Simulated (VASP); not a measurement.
# NaF (Fm-3m) in VASP: a series of runs

Aim: see how the results for NaF move with the level of theory and the settings. Levels: RPBE+D4, r2SCAN+rVV10, r2SCAN. Tasks: single point.

Everything below comes from runs of VASP 6.6.1. Logs are shortened: lines on timing, memory, paths and dates and some standing lists are left out, and cuts for length are marked.

### 1 The cell of the first run

It takes space group Fm-3m (No. 225, cubic). The conventional cell has a = 4.834 Å, b = 4.834 Å, c = 4.834 Å, α = 90.00°, β = 90.00°, γ = 90.00°. Na (site symmetry m-3m) has 6 F at 2.42 Å within 3.2 Å. Within 3.2 Å of F (site symmetry m-3m) lie 6 Na at 2.42 Å.

### 2 Single point, RPBE+D4 (volume scaled by 1.04)

Input file INCAR:

```
SYSTEM = NaF
PREC = Accurate
ENCUT = 520
EDIFF = 1E-6
ISMEAR = 0
SIGMA = 0.05
LREAL = .FALSE.
LASPH = .TRUE.
NELM = 60
ALGO = Normal
ISIF = 2
LWAVE = .FALSE.
LCHARG = .TRUE.
GGA = RP
IVDW = 13
LELF = .TRUE.
LVHAR = .TRUE.
NBANDS = 14
```

Input file KPOINTS:

```
Automatic mesh
0
G
  8 8 8
  0 0 0
```

Input file POSCAR:

```
NaF
1.0
    0.0000000000      2.4170881484      2.4170881484
    2.4170881484      0.0000000000      2.4170881484
    2.4170881484      2.4170881484      0.0000000000
Na F
1 1
Direct
    0.0000000000      0.0000000000      0.0000000000
    0.5000000000      0.5000000000      0.5000000000
```

Potentials or basis: VASP PAW PBE potentials, release 64 (Na_pv, F).

On the command line:

```
$ cat potpaw_PBE.64/Na_pv/POTCAR potpaw_PBE.64/F/POTCAR > POTCAR
$ mpirun -np 1 vasp_std > vasp.out
```

OUTCAR:

```text
SYSTEM = NaF
   PREC = Accurate
   ENCUT = 520
   EDIFF = 1E-6
   ISMEAR = 0
   LREAL = .FALSE.
   LASPH = .TRUE.
   NELM = 60
   ISIF = 2
   GGA = RP
   IVDW = 13

 ion  position               nearest neighbor table
   1  0.000  0.000  0.000-
   2  0.500  0.500  0.500-

  LATTYP: Found a face centered cubic cell.
 ALAT       =     4.8341762968

  Lattice vectors:

 A1 = (   0.0000000000,   2.4170881484,   2.4170881484)
 A2 = (   2.4170881484,   0.0000000000,   2.4170881484)
 A3 = (   2.4170881484,   2.4170881484,   0.0000000000)

Analysis of symmetry for initial positions (statically):
=====================================================================
 Subroutine PRICEL returns:
 Original cell was already a primitive cell.

 Routine SETGRP: Setting up the symmetry group for a
 face centered cubic supercell.

 Subroutine GETGRP returns: Found 48 space group operations
 (whereof 48 operations were pure point group operations)
 out of a pool of 48 trial point group operations.

The static configuration has the point symmetry O_h .

Analysis of symmetry for dynamics (positions and initial velocities):
=====================================================================
 Subroutine PRICEL returns:
 Original cell was already a primitive cell.

 Routine SETGRP: Setting up the symmetry group for a
 face centered cubic supercell.

 Subroutine GETGRP returns: Found 48 space group operations
 (whereof 48 operations were pure point group operations)
 out of a pool of 48 trial point group operations.

The dynamic configuration has the point symmetry O_h .

 Subroutine INISYM returns: Found 48 space group operations
 (whereof 48 operations are pure point group operations),
 and found     1 'primitive' translations

----------------------------------------------------------------------------------------

                                     Primitive cell

  volume of cell :      28.2428

  direct lattice vectors                    reciprocal lattice vectors
     0.000000000  2.417088148  2.417088148    -0.206860474  0.206860474  0.206860474
     2.417088148  0.000000000  2.417088148     0.206860474 -0.206860474  0.206860474
     2.417088148  2.417088148  0.000000000     0.206860474  0.206860474 -0.206860474

  length of vectors
     3.418278841  3.418278841  3.418278841     0.358292851  0.358292851  0.358292851

  position of ions in fractional coordinates (direct lattice)
     0.000000000  0.000000000  0.000000000
     0.500000000  0.500000000  0.500000000

  ion indices of the primitive-cell ions
   primitive index   ion index
                 1           1
                 2           2

----------------------------------------------------------------------------------------

 KPOINTS: Automatic mesh

Automatic generation of k-mesh.
 Grid dimensions read from file:
 generate k-points for:    8    8    8

 Generating k-lattice:

  Cartesian coordinates                     Fractional coordinates (reciprocal lattice)
    -0.025857559  0.025857559  0.025857559     0.125000000  0.000000000  0.000000000
     0.025857559 -0.025857559  0.025857559     0.000000000  0.125000000  0.000000000
     0.025857559  0.025857559 -0.025857559     0.000000000  0.000000000  0.125000000

  Length of vectors
     0.044786606  0.044786606  0.044786606

  Shift w.r.t. Gamma in fractional coordinates (k-lattice)
     0.000000000  0.000000000  0.000000000

 Subroutine IBZKPT returns following result:
 ===========================================

 Found     29 irreducible k-points:

 Following reciprocal coordinates:
            Coordinates               Weight
  0.000000  0.000000  0.000000      1.000000
  0.125000  0.000000  0.000000      8.000000
  0.250000  0.000000  0.000000      8.000000
  0.375000  0.000000  0.000000      8.000000
  0.500000  0.000000  0.000000      4.000000
  0.125000  0.125000  0.000000      6.000000
[... 16 lines left out ...]
  0.500000  0.250000  0.125000     48.000000
 -0.375000  0.250000  0.125000     24.000000
 [... further k-points ...]
   k-points           NKPTS =     29   k-points in BZ     NKDIM =     29   number of bands    NBANDS=     14
   number of dos      NEDOS =    301   number of ions     NIONS =      2
   total plane-waves  NPLWV =  21952
   dimension x,y,z NGX =    28 NGY =   28 NGZ =   28
   dimension x,y,z NGXF=    56 NGYF=   56 NGZF=   56
   ions per type =               1   1
   NGX,Y,Z   is equivalent  to a cutoff of  13.62, 13.62, 13.62 a.u.
   NGXF,Y,Z  is equivalent  to a cutoff of  27.24, 27.24, 27.24 a.u.
 SYSTEM =  NaF
   PREC   = accura    normal or accurate (medium, high low for compatibility)
   ISTART =      0    job   : 0-new  1-cont  2-samecut
   ICHARG =      2    charge: 1-file 2-atom 10-const
   ISPIN  =      1    spin polarized calculation?
   LNONCOLLINEAR =      F non collinear calculations
   LSORBIT =      F    spin-orbit coupling
   LASPH  =      T    aspherical Exc in radial PAW
   ENCUT  =  520.0 eV  38.22 Ry    6.18 a.u.   6.36  6.36  6.36*2*pi/ulx,y,z
   NELM   =     60;   NELMIN=  2; NELMDL= -5     # of ELM steps
   EDIFF  = 0.1E-05   stopping-criterion for ELM
   LREAL  =      F    real-space projection
   EDIFFG = 0.1E-04   stopping-criterion for IOM
   NSW    =      0    number of steps for IOM
   IBRION =     -1    ionic relax: 0-MD 1-quasi-New 2-CG
   NFREE  =      0    steps in history (QN), initial steepest desc. (CG)
   ISIF   =      2    stress and relaxation
   ISYM   =      2    0-nonsym 1-usesym 2-fastsym
   POTIM  = 0.5000    time-step for ionic-motion
   TEBEG  =    0.0;   TEEND  =   0.0 temperature during run
   PSTRESS=    0.0 pullay stress
   NELECT =      14.0000    total number of electrons
   NUPDOWN=      -1.0000    fix difference up-down
   EMIN   =  10.00;   EMAX   =-10.00  energy-range for DOS
   EFERMI =   0.00;   METHOD = LEGACY
   ISMEAR =     0;   SIGMA  =   0.05  broadening in eV -4-tet -1-fermi 0-gaus
   EFERMI_NEDOS =   21; number of points for ismear=-14 and -15
   IALGO  =     38    algorithm
   IMIX   =      4    mixing-type and parameters
     AMIX     =   0.40;   BMIX     =  1.00
     AMIX_MAG =   1.60;   BMIX_MAG =  1.00
  volume/ion in A,a.u.               =      14.12        95.30
  Fermi-wavevector in a.u.,A,eV,Ry     =   1.295632  2.448390 22.839589  1.678662
  Thomas-Fermi vector in A             =   2.427140
   LORBIT       =      0    0 simple, 1 ext, 2 COOP (PROOUT), +10 PAW based schemes
   GGA     = RP    functional components
   LHFCALC =     F    Hartree Fock is set to
   AEXX    =    0.0000 exact exchange contribution
   IVDW    =    13    specifies the selected vdW correction
   LEPSILON=     F    determine dielectric tensor
   LRPA    =     F    only Hartree local field effects (RPA)
 non-spin polarized calculation
 Gauss-broadening in eV      SIGMA  =   0.05
  energy-cutoff  :      520.00
  volume of cell :       28.24
 maximum number of plane-waves:       778
 NGX is ok and might be reduce to    28
   NGX = 13   NGY = 13   NGZ = 13

 number of electron      14.0000002 magnetization

 Free energy of the ion-electron system (eV)
  ---------------------------------------------------
  ext. energy  EPLUGINS =         0.00000000
  ---------------------------------------------------
  free energy    TOTEN  =        -8.19260852 eV

  energy without entropy =       -8.19260852  energy(sigma->0) =       -8.19260852

 E-fermi :  -2.1233     XC(G=0):  -8.1289

 val. band max:       -2.3554819409   @ k =   0.0000   0.0000   0.0000
 cond. band min:       3.6199641053   @ k =   0.0000   0.0000   0.0000
 fundamental gap:      5.9754460462
 Fermi energy:        -2.1233351249

 k-point     1 :       0.0000    0.0000    0.0000
  band No.  band energies     occupation
      1     -21.7909      2.00000
      2     -21.7909      2.00000
      3     -21.7909      2.00000
      4     -21.4523      2.00000
      5      -2.3555      2.00000
      6      -2.3555      2.00000
      7      -2.3555      2.00000
      8       3.6200      0.00000
      9      15.9931      0.00000
     10      15.9931      0.00000
     11      15.9931      0.00000
     12      18.7543      0.00000
     13      20.6076      0.00000
     14      20.6076      0.00000

 k-point     2 :       0.1250    0.0000    0.0000
  band No.  band energies     occupation
      1     -21.9098      2.00000
      2     -21.7921      2.00000
      3     -21.7921      2.00000
      4     -21.3198      2.00000
      5      -2.5928      2.00000
      6      -2.3843      2.00000
      7      -2.3843      2.00000
      8       4.1096      0.00000
      9      14.3589      0.00000
     10      16.1786      0.00000
     11      16.1786      0.00000
     12      19.9410      0.00000
     13      19.9410      0.00000
     14      20.3011      0.00000

 k-point     3 :       0.2500    0.0000    0.0000
  band No.  band energies     occupation
      1     -22.0765      2.00000
      2     -21.7951      2.00000
      3     -21.7951      2.00000
      4     -21.1202      2.00000
      5      -3.0801      2.00000
      6      -2.4529      2.00000
      7      -2.4529      2.00000
      8       5.3264      0.00000
      9      12.2898      0.00000
     10      16.5506      0.00000
     11      16.5506      0.00000
     12      19.2708      0.00000
     13      19.2708      0.00000
     14      20.4511      0.00000
[... 324 lines left out ...]
 k-point    23 :       0.5000    0.2500    0.1250
  band No.  band energies     occupation
      1     -22.1118      2.00000
      2     -21.8225      2.00000
      3     -21.8060      2.00000
      4     -21.0304      2.00000
      5      -3.3581      2.00000
      6      -2.7598      2.00000
      7      -2.5890      2.00000
      8       7.7026      0.00000
      9      10.7531      0.00000
     10      14.0138      0.00000
     11      15.7894      0.00000
     12      18.1785      0.00000
     13      20.0224      0.00000
     14      23.5597      0.00000

 k-point    24 :      -0.3750    0.2500    0.1250
  band No.  band energies     occupation
      1     -22.1260      2.00000
      2     -21.8245      2.00000
      3     -21.8102      2.00000
      4     -21.0049      2.00000
      5      -3.4184      2.00000
      6      -2.8197      2.00000
      7      -2.6203      2.00000
      8       8.9325      0.00000
      9       9.6672      0.00000
     10      13.7769      0.00000
     11      15.4800      0.00000
     12      18.6723      0.00000
     13      19.6408      0.00000
     14      23.9650      0.00000

 [... further k-points ...]

------------------------ aborting loop because EDIFF is reached ----------------------------------------

  DFT-D4 for vdW energy calculation

  Edisp (eV):   -0.18237

  FORCE on cell =-STRESS in cart. coord.  units (eV):
  Direction    XX          YY          ZZ          XY          YZ          ZX
  --------------------------------------------------------------------------------------
  -------------------------------------------------------------------------------------
  Total      -0.27734    -0.27734    -0.27734    -0.00000    -0.00000     0.00000
  in kB     -15.73294   -15.73294   -15.73294    -0.00000    -0.00000     0.00000
  external pressure =      -15.73 kB  Pullay stress =        0.00 kB

 VOLUME and BASIS-vectors are now :
 -----------------------------------------------------------------------------
  energy-cutoff  :      520.00
  volume of cell :       28.24
      direct lattice vectors                 reciprocal lattice vectors
     0.000000000  2.417088148  2.417088148    -0.206860474  0.206860474  0.206860474
     2.417088148  0.000000000  2.417088148     0.206860474 -0.206860474  0.206860474
     2.417088148  2.417088148  0.000000000     0.206860474  0.206860474 -0.206860474

 POSITION                                       TOTAL-FORCE (eV/Angst)
 -----------------------------------------------------------------------------------
      0.00000      0.00000      0.00000         0.000000      0.000000      0.000000
      2.41709      2.41709      2.41709        -0.000000     -0.000000      0.000000
 -----------------------------------------------------------------------------------
    total drift:                                0.000000      0.000000      0.000000

  FREE ENERGIE OF THE ION-ELECTRON SYSTEM (eV)
  ---------------------------------------------------
  free  energy   TOTEN  =        -8.3749750780 eV

  energy  without entropy=       -8.3749750780  energy(sigma->0) =       -8.37497508
```

Run time: 24 s. Hardware: 1 thread of Intel Xeon 8259CL, shared host; peak memory 0.15 GiB.

Results:

| Quantity | Value |
| --- | --- |
| Free energy | -8.3750 eV |
| Pressure | -1.6 GPa |
| Band gap on the k mesh | 5.98 eV, direct |
| Dispersion energy per atom | -0.091 eV |

Caveat: the PAW data sets were made with another functional, which shifts forces and pressure a little.

### 3 Single point, r2SCAN+rVV10 (volume scaled by 0.96)

Input file POSCAR:

```
NaF
1.0
    0.0000000000      2.2544987451      2.2544987451
    2.2544987451      0.0000000000      2.2544987451
    2.2544987451      2.2544987451      0.0000000000
Na F
1 1
Direct
    0.0000000000      0.0000000000      0.0000000000
    0.5000000000      0.5000000000      0.5000000000
```

Input file INCAR.step1:

```
SYSTEM = NaF
PREC = Accurate
ENCUT = 520
ISMEAR = 0
SIGMA = 0.05
LREAL = .False.
LASPH = .True.
NELM = 80
NBANDS = 14
GGA = PE
ALGO = Normal
EDIFF = 1E-4
LWAVE = .True.
LCHARG = .False.
```

Input file INCAR.step2:

```
SYSTEM = NaF
PREC = Accurate
ENCUT = 520
EDIFF = 1E-6
ISMEAR = 0
SIGMA = 0.05
LREAL = .False.
LASPH = .True.
NELM = 80
ALGO = Normal
ISIF = 2
LWAVE = .False.
LCHARG = .False.
METAGGA = R2SCAN
LMIXTAU = .True.
LUSE_VDW = .True.
IVDW_NL = 2
BPARAM = 11.95
CPARAM = 0.0093
NBANDS = 14
ISTART = 1
```

Input file KPOINTS:

```
regular mesh
0
Gamma
  8 8 8
  0 0 0
```

Potentials or basis: VASP PAW PBE potentials, release 64 (Na_pv, F).

On the command line:

```
$ cat potpaw_PBE.64/Na_pv/POTCAR potpaw_PBE.64/F/POTCAR > POTCAR
$ cp INCAR.step1 INCAR
$ mpirun -np 1 vasp_std > vasp.out
$ cp INCAR.step2 INCAR
$ mpirun -np 1 vasp_std > vasp.out
```

It took 77 s on 1 thread of Intel Xeon 8259CL, shared host; peak memory 0.21 GiB.

It converged, with:

```
Free energy            : -12.0874 eV
Pressure               : 1.8 GPa
Band gap on the k mesh : 7.58 eV, direct
```

Levels at points of the mesh, in eV from the valence-band top:
```tsv
k point	band 5	band 6	band 7	band 8	band 9	band 10
(0.00, 0.00, 0.00)	0.00	0.00	0.00	7.58	20.31	20.31
(0.50, 0.00, 0.00)	-1.75	-0.31	-0.31	12.08	14.07	22.28
(0.50, 0.50, 0.00)	-1.40	-0.45	-0.45	14.11	14.71	15.65
```

Caveat: the PAW data sets were made with another functional, which shifts forces and pressure a little.

(Continued in part 2 of 2.)
